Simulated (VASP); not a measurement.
Runs of VASP 6.6.1 on RhN2. The structure is that of space group Pnnm (No. 58), or close to it. The cells are those of the table. 

| cell | gap on the mesh (eV) | pressure (GPa) | largest force (eV/Å) |
| --- | --- | --- | --- |
| a = 4.245, b = 5.107, c = 2.944 Å, 6 atoms | none | -39.7 | 1.79 |
| a = 4.088, b = 4.918, c = 2.835 Å, 6 atoms | none | (b) | 0.13 |
| a = 4.141, b = 4.982, c = 2.872 Å, 6 atoms | none | (a) | 0.66 |
| a = 3.975, b = 4.783, c = 2.757 Å, 6 atoms | none | 6.2 | 1.65 |
| a = 4.032, b = 4.851, c = 2.796 Å, 6 atoms | none | -8.0 | 0.80 |

Alike in all rows: task single point; level LDA; potentials or basis VASP PAW LDA potentials, release 64 (Rh_pv, N); no spin polarisation; k mesh 6 × 5 × 8; cutoff (eV) 520; smearing methfessel-paxton 0.1 eV.

Question: Estimate the missing entries.

Answer: (a) -27.8; (b) -19.1.

Caveats: the cell stands under tension (at least some runs); forces of over 1 eV/Å act on the atoms, so gaps and moduli don't describe the material at rest (at least some runs); the cell stands under pressure (at least some runs).

A k mesh can miss the band edges, and the runs leave out spin-orbit coupling on Rh.

A gap of «none» marks levels without a gap at the run's occupations.
